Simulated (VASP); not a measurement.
Input of a VASP 6.6.1 run:

The input POSCAR:

```
SnSe
1.0
    0.0000000000      3.0100000000      3.0100000000
    3.0100000000      0.0000000000      3.0100000000
    3.0100000000      3.0100000000      0.0000000000
Sn Se
1 1
Direct
    0.0000000000      0.0000000000      0.0000000000
    0.5000000000      0.5000000000      0.5000000000
```

INCAR.step1

```
  ALGO = Normal
  EDIFF = 1E-4
  ENCUT = 520
  GGA = PE
  ISMEAR = -1
  LASPH = True
  LCHARG = False
  LREAL = False
  LWAVE = True
  NBANDS = 17
  NELM = 60
  PREC = Accurate
  SIGMA = 0.05
```

INCAR.step2

```
  ALGO = Normal
  EDIFF = 1E-7
  ENCUT = 520
  ISIF = 2
  ISMEAR = -1
  ISTART = 1
  LASPH = True
  LCHARG = False
  LMIXTAU = True
  LREAL = False
  LWAVE = False
  METAGGA = R2SCAN
  NBANDS = 17
  NELM = 60
  PREC = Accurate
  SIGMA = 0.05
```

The input KPOINTS:

```
k-points
0
Gamma
  5 5 5
```

Potentials or basis: VASP PAW PBE potentials, release 64 (Sn_d, Se).

Launch:

```console
$ cat potpaw_PBE.64/Sn_d/POTCAR potpaw_PBE.64/Se/POTCAR > POTCAR
$ cp INCAR.step1 INCAR
$ mpirun -np 1 vasp_std > vasp.out
$ cp INCAR.step2 INCAR
$ mpirun -np 1 vasp_std > vasp.out
```

**Question.** Estimate the pressure.

**Answer.** -0.2 GPa.

Caveat: the PAW data sets were made with another functional, which shifts forces and pressure a little.
